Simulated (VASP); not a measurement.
The system is Li2TaO3.

```
CELL_PARAMETERS angstrom
2.87946 0.00000 0.00000
0.00000 2.87946 0.00000
0.00000 0.00000 8.31103
ATOMIC_POSITIONS crystal
Li 0.00000 0.00000 0.99994
Li 0.50000 0.50000 0.50158
Ta 0.50000 0.50000 0.17134
O 0.00000 0.00000 0.67469
O 0.00000 0.00000 0.32747
O 0.50000 0.50000 0.82498
```

```yaml
Program: VASP 6.6.1
Task: relaxation of cell and atoms
Functional: PBE
Potentials_or_basis: VASP PAW PBE potentials, release 64 (Li_sv, Ta_pv, O)
Cutoff: 600 eV
k_mesh: 6 × 6 × 2
Occupations: gaussian, width 0.1 eV
Spin: no spin polarisation
```

At the start: pressure -7.4 GPa; volume 11.48 Å³/atom.

Problem. How do energy, volume and symmetry change on relaxing?

Solution. Over 53 steps the energy falls by 1750.8 meV/atom and the volume is 11.99 Å³/atom (+4.4 %); space group P4mm (No. 99, to 0.05 Å).

Step by step:
```csv
step,energy change (eV),largest force (eV/Å),pressure (GPa),volume (Å³)
1,0.0000,5.3558,-7.38,68.91
3,-2.9072,8.3121,34.46,52.91
5,-4.7399,5.6552,6.77,57.27
7,-6.7751,6.4420,8.92,56.44
9,-8.0111,8.2347,13.75,56.59
11,-9.2123,3.3839,13.54,58.49
13,-9.7657,3.1275,-0.12,64.16
15,-9.8298,3.1303,2.58,62.50
17,-10.0049,1.7929,-2.19,63.03
19,-10.2394,1.2073,3.57,62.35
21,-10.2662,1.0163,6.53,62.07
23,-10.3636,1.3590,5.49,64.64
25,-10.4373,0.4014,-2.17,69.09
27,-10.4453,0.2199,-1.13,68.60
29,-10.4654,0.7095,1.04,69.18
31,-10.4728,0.3857,1.28,69.35
33,-10.4798,0.3586,0.70,69.92
35,-10.4921,0.2977,-1.00,71.56
37,-10.4954,0.1914,-0.18,71.33
39,-10.4968,0.1140,0.30,71.23
41,-10.4993,0.3329,-0.07,71.67
43,-10.5002,0.2426,-0.27,71.75
45,-10.5008,0.1700,-0.63,71.91
47,-10.5019,0.1195,-0.37,71.76
49,-10.5028,0.0789,0.21,71.52
51,-10.5032,0.0699,0.28,71.54
53,-10.5045,0.0247,-0.09,71.92
```

Final structure:
```
Li Ta O
1.0
     2.87100    0.00000    0.00000
     0.00000    2.87100    0.00000
     0.00000    0.00000    8.72559
Li Ta O
2 1 3
Direct
  0.00000 0.00000 0.85149
  0.50000 0.50000 0.61802
  0.50000 0.50000 0.16915
  0.00000 0.00000 0.64408
  0.00000 0.00000 0.25550
  0.50000 0.50000 0.96176
```

Caveat: the k points lie up to 0.36 Å⁻¹ apart in the final cell; the cutoff is under 1.25 times the usual one of these potentials, so pressure, stress and relaxed cells hold a basis-set (Pulay) error; an odd number of electrons without spin polarisation forces a metal; a magnetic or distorted state may lie lower.
